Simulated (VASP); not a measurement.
A run of VASP 6.6.1:

File INCAR:

```
SYSTEM = Li
PREC     = Accurate       ! precision mode
ENCUT    = 520            ! plane-wave cutoff, eV
EDIFF    = 1E-6           ! SCF threshold, eV
ISMEAR   = 0              ! smearing method
SIGMA    = 0.1            ! smearing width, eV
LREAL    = .False.        ! projectors in reciprocal space
LASPH    = .True.         ! aspherical terms in the spheres
NELM     = 80             ! most SCF steps
ALGO     = Normal         ! electronic algorithm
ISIF     = 2              ! what is computed and relaxed
LWAVE    = .False.        ! write WAVECAR
LCHARG   = .True.         ! write CHGCAR
GGA      = PE             ! functional
LELF     = .True.         ! ELF
LVHAR    = .True.       
NBANDS   = 22             ! bands
```

The input KPOINTS:

```
regular mesh
0
Gamma
  4 4 4
  0 0 0
```

The input POSCAR:

```
Li
1.0
    5.4529986000      0.0000000000      0.0000000000
    0.0000000000      5.4529986000      0.0000000000
    0.0000000000      0.0000000000      5.4529986000
Li
8
Direct
    0.5000000000      0.5000000000      0.5000000000
    0.0000000000      0.0000000000      0.0000000000
    0.2500000000      0.0000000000      0.5000000000
    0.5000000000      0.2500000000      0.0000000000
    0.5000000000      0.7500000000      0.0000000000
    0.7500000000      0.0000000000      0.5000000000
    0.0000000000      0.5000000000      0.7500000000
    0.0000000000      0.5000000000      0.2500000000
```

Potentials or basis: VASP PAW PBE potentials, release 64 (Li_sv).

Command:

```console
$ cat potpaw_PBE.64/Li_sv/POTCAR > POTCAR
$ mpirun -np 1 vasp_std > vasp.out
```

Hardware: 1 thread of Intel(R) Xeon(R) 6975P-C (Granite Rapids), with other jobs on the host.

Question: Estimate the wall time of this run.

Answer: Run time: 15 s on 1 thread of Intel(R) Xeon(R) 6975P-C (Granite Rapids), on a shared host, peak memory 0.25 GiB. Counts: scf iterations 10, k points 10.
